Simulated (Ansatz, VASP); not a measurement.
AlNi in VASP and in Ansatz

The input INCAR:

```
SYSTEM = AlNi
PREC = Accurate
ENCUT = 520
EDIFF = 1E-7
ISMEAR = 0
SIGMA = 0.15
LREAL = .False.
LASPH = .True.
NELM = 80
ALGO = Fast
ISIF = 2
LWAVE = .False.
LCHARG = .False.
GGA = PE
NBANDS = 28
```

The input KPOINTS:

```
regular mesh
0
Gamma
  15 15 5
  0 0 0
```

Contents of POSCAR:

```
AlNi
1.0
    0.0000000000     -2.8927237813      0.0000000000
    0.0000000000      0.0000000000     -2.8927237813
    9.8781713440     -0.2410603151     -0.2410603151
Al Ni
3 3
Direct
    0.9450924984     -0.0549075016      0.6588900194
    0.9938991665     -0.0061008335      0.0732100022
    0.9694958324     -0.0305041676      0.3660500108
    0.4328908314      0.4328908314      0.8053100237
    0.4816974995      0.4816974995      0.2196300065
    0.4572941654      0.4572941654      0.5124700151
```

Input for Ansatz:

```yaml
crystal:
  lattice:
    - [0.0, -2.8927237813, 0.0]
    - [0.0, 0.0, -2.8927237813]
    - [9.878171344, -0.2410603151, -0.2410603151]
  atoms:
    - { symbol: Al, position: [0.9450924984, -0.0549075016, 0.6588900194] }
    - { symbol: Al, position: [0.9938991665, -0.0061008335, 0.0732100022] }
    - { symbol: Al, position: [0.9694958324, -0.0305041676, 0.3660500108] }
    - { symbol: Ni, position: [0.4328908314, 0.4328908314, 0.8053100237] }
    - { symbol: Ni, position: [0.4816974995, 0.4816974995, 0.2196300065] }
    - { symbol: Ni, position: [0.4572941654, 0.4572941654, 0.5124700151] }
basis:
  ecutwfc: 520.0
kpoints:
  mp_grid: { grid: [15, 15, 5] }
hamiltonian:
  xc: pbe
  pseudopotentials: { kind: paw, azcp: { folder: soft_1 } }
scf:
  occupations: { method: gaussian, width: 0.15 }
output:
  forces: true
  stress: true
  eigenvalues: true
```

Alike in both runs: task single point; functional PBE; k mesh 15 × 15 × 5; occupations gaussian, width 0.15 eV; no spin polarisation.

```csv
,VASP,Ansatz
version,VASP 6.6.1,Ansatz 0.2.0
potentials or method,"VASP PAW PBE potentials, release 64 (Al, Ni), cutoff 520 eV","scalar-relativistic, plane waves, PAW"
valence electrons in the cell,39,63
```

```tsv
	VASP	Ansatz	Ansatz less VASP
gap on the k mesh at the Fermi level (eV)	none	none	-
pressure (GPa)	-6.4	-6.5	-0.13
traceless stress, the component that is largest in VASP (GPa)	-1.67	-1.65	+0.019
rms of the force components (eV/Å)	0.322	0.323	+0.0006
```

Atom by atom the forces differ by 0.003 eV/Å (rms over components). A gap of «none» marks a metal or a gap that the smearing closes. The functional is the same, so the differences come from potentials, cutoffs and numerics. VASP's potentials hold 39 valence electrons a cell and Ansatz's 63, so a difference there can come from the potentials and not from the codes.
